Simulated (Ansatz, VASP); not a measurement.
**One calculation of MgS, two programs**

Contents of INCAR:

```
SYSTEM = MgS
PREC     = Accurate       ! precision mode
ENCUT    = 600            ! plane-wave cutoff, eV
EDIFF    = 1E-6           ! SCF threshold, eV
ISMEAR   = 0              ! smearing method
SIGMA    = 0.01           ! smearing width, eV
LREAL    = .False.        ! projectors in reciprocal space
LASPH    = .True.         ! aspherical terms in the spheres
NELM     = 120            ! most SCF steps
ALGO     = Normal         ! electronic algorithm
ISIF     = 2              ! what is computed and relaxed
LWAVE    = .False.        ! write WAVECAR
LCHARG   = .False.        ! write CHGCAR
GGA      = CA             ! functional
NBANDS   = 11             ! bands
GGA_COMPAT= .False.
```

File KPOINTS:

```
regular mesh
0
Gamma
  6 6 6
  0 0 0
```

Contents of POSCAR:

```
MgS
1.0
    0.0000000000      2.8308768389      2.8308768389
    2.8308768389      0.0000000000      2.8308768389
    2.8308768389      2.8308768389      0.0000000000
Mg S
1 1
Direct
    0.0000000000      0.0000000000      0.0000000000
    0.2500000000      0.2500000000      0.2500000000
```

Input for Ansatz:

```yaml
crystal:
  lattice:
    - [0.0, 2.8308768389, 2.8308768389]
    - [2.8308768389, 0.0, 2.8308768389]
    - [2.8308768389, 2.8308768389, 0.0]
  atoms:
    - { symbol: Mg, position: [0.0, 0.0, 0.0] }
    - { symbol: S, position: [0.25, 0.25, 0.25] }
kpoints:
  mp_grid: { grid: [6, 6, 6] }
hamiltonian:
  xc: lda
scf:
  occupations: { method: fixed }
output:
  optics:
    e_range: [0.5, 30]
    de: 0.1
    sigma: 0.25
    scissors: 1.5
    scheme: fermi_dirac
    bands: { spectra_wanted_up_to: 30 }
```

Alike in both runs: task single point; functional LDA; k mesh 6 × 6 × 6; no spin polarisation.

```csv
,VASP,Ansatz
version,VASP 6.6.1,Ansatz 0.2.0
potentials or method,"VASP PAW LDA potentials, release 64 (Mg, S)","plane waves, PAW"
plane-wave cutoff (eV),600,420
occupations,"gaussian, width 0.01 eV",fixed
valence electrons in the cell,8,16
```

|  | VASP | Ansatz | Ansatz less VASP |
| --- | --- | --- | --- |
| gap on the k mesh at the Fermi level (eV) | 3.19 | 3.18 | -0.011 |

LDA's correlation is that of Perdew and Zunger in VASP and of Perdew and Wang (1992) in Ansatz. VASP's potentials hold 8 valence electrons a cell and Ansatz's 16, so a difference there can come from the potentials and not from the codes.
